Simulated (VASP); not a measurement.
Crystal: LaZn2Re2.

```
Re La Zn
1.0
     0.00000    4.29055    0.00000
     4.29055    0.00000    0.00000
     2.14527    2.14527   -5.50564
Re La Zn
2 1 2
Direct
  0.75000 0.25000 0.50000
  0.25000 0.75000 0.50000
  0.00000 0.00000 0.00000
  0.37800 0.37800 0.24400
  0.62200 0.62200 0.75600
```

```yaml
Program: VASP 6.6.1
Task: relaxation of cell and atoms
Functional: PBE
Potentials_or_basis: VASP PAW PBE potentials, release 64 (Re, La, Zn)
Cutoff: 600 eV
k_mesh: 5 × 5 × 5
Occupations: fermi-dirac, width 0.1 eV
Spin: no spin polarisation
```

At the start: pressure -6.0 GPa; volume 20.27 Å³/atom.

Q: Where does the relaxation end?

A: Over 16 steps the energy falls by 263.7 meV/atom and the volume is 18.53 Å³/atom (-8.6 %); space group I4/mmm (No. 139, to 0.05 Å).

The path:
```tsv
step	energy change (eV)	largest force (eV/Å)	pressure (GPa)	volume (Å³)
1	0.0000	0.8848	-5.99	101.35
2	-0.3826	2.0384	8.41	90.50
3	-0.3863	1.9499	7.08	91.26
4	-0.6890	1.7870	7.50	90.14
5	-1.0924	0.1560	12.10	86.22
6	-1.1307	0.6667	10.27	87.25
7	-1.3127	0.0619	-0.72	92.97
8	-1.3132	0.0284	-0.23	92.66
9	-1.3160	0.0324	-0.15	92.63
10	-1.3183	0.0443	0.05	92.57
11	-1.3183	0.0445	0.07	92.57
12	-1.3184	0.0320	-0.02	92.63
13	-1.3185	0.0168	-0.08	92.70
14	-1.3185	0.0142	-0.11	92.71
15	-1.3185	0.0109	0.05	92.63
16	-1.3185	0.0020	0.00	92.66
```

Final structure:
```xyz
5
Lattice="0.0000 3.8596 0.0000 3.8596 0.0000 0.0000 1.9298 1.9298 -6.2203" Properties=species:S:1:pos:R:3 pbc="T T T"
Re    1.9298    3.8596   -3.1102
Re    3.8596    1.9298   -3.1102
La    0.0000    0.0000    0.0000
Zn    1.9298    1.9298   -1.2979
Zn    3.8596    3.8596   -4.9224
```
